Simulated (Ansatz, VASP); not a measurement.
## Ge in VASP and in Ansatz

```
CELL_PARAMETERS angstrom
3.87554 0.00000 0.00000
-1.93777 3.35632 0.00000
0.00000 0.00000 6.39136
ATOMIC_POSITIONS crystal
Ge 0.66667 0.33333 0.06307
Ge 0.33333 0.66667 0.56307
Ge 0.66667 0.33333 0.43693
Ge 0.33333 0.66667 0.93693
```

Change from the starting cell: equal strain along all axes, cell held, atoms relaxed: -4.5 %.

Alike in both runs: functional PBE; k mesh 15 × 15 × 8; occupations gaussian, width 0.1 eV; no spin polarisation.

Ansatz relaxed the structure, and its values are those at the end. VASP's run is a single point on that final structure, the one shown.

|  | VASP | Ansatz |
| --- | --- | --- |
| version | VASP 6.6.1 | Ansatz 0.2.0 |
| potentials or method | VASP PAW PBE potentials, release 64 (Ge_d), cutoff 520 eV | scalar-relativistic, plane waves, PAW |
| valence electrons in the cell | 56 | 56 |

VASP gave:

* gap on the k mesh at the Fermi level (eV): 0.03
* least direct gap on the mesh (eV): 0.03
* pressure (GPa): 11.3

Q: Which values does Ansatz return?

A: gap on the k mesh at the Fermi level (eV): 0.02; least direct gap on the mesh (eV): 0.02; pressure (GPa): 11.4.

Ansatz's warnings: stress scf threshold loose.
